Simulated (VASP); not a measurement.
Al2Te2O, 5 atoms in the cell. Symmetry: P-3m1, No. 164, trigonal system. Conventional cell: a = 3.504 Å, b = 3.504 Å, c = 9.350 Å, α = 90.00°, β = 90.00°, γ = 120.00°. Within 3.1 Å of Al (site symmetry 3m) lie 3 O at 2.32 Å and 3 Te at 2.70 Å and 3 Al at 3.03 Å. Te (site symmetry 3m) has 3 Al at 2.70 Å and 6 Te at 3.50 Å and 3 O at 3.54 Å within 3.6 Å. Within 3.1 Å of O (site symmetry -3m) lie 6 Al at 2.32 Å. 

* Program: VASP 6.6.1
* Task: relaxation of cell and atoms
* Functional: PBE
* Dispersion: D3(BJ)
* Potentials or basis: VASP PAW PBE potentials, release 64 (Al, Te, O)
* Cutoff: 600 eV
* k mesh: 12 × 12 × 4
* Occupations: gaussian, width 0.1 eV
* Spin: no spin polarisation
* Dipole correction: no
* Further INCAR settings: ALGO = Normal; EDIFF = 1e-06; IBRION = 2; EDIFFG = -0.01; NSW = 100; ISIF = 3

Potentials or basis: VASP PAW PBE potentials, release 64 (Al, Te, O).

Launch:

```bash
$ cat potpaw_PBE.64/Al/POTCAR potpaw_PBE.64/Te/POTCAR potpaw_PBE.64/O/POTCAR > POTCAR
$ mpirun -np 1 vasp_std > vasp.out
```

Hardware: 1 thread of Intel(R) Xeon(R) Platinum 8259CL CPU @ 2.50GHz (Skylake/Cascade Lake), on a shared host.

Task: Estimate the wall time of this run.

Result: Run time: 13 min on 1 thread of Intel(R) Xeon(R) Platinum 8259CL CPU @ 2.50GHz (Skylake/Cascade Lake), on a shared host, peak memory 0.36 GiB. Counts: scf iterations 81, k points 69, ion steps 11.
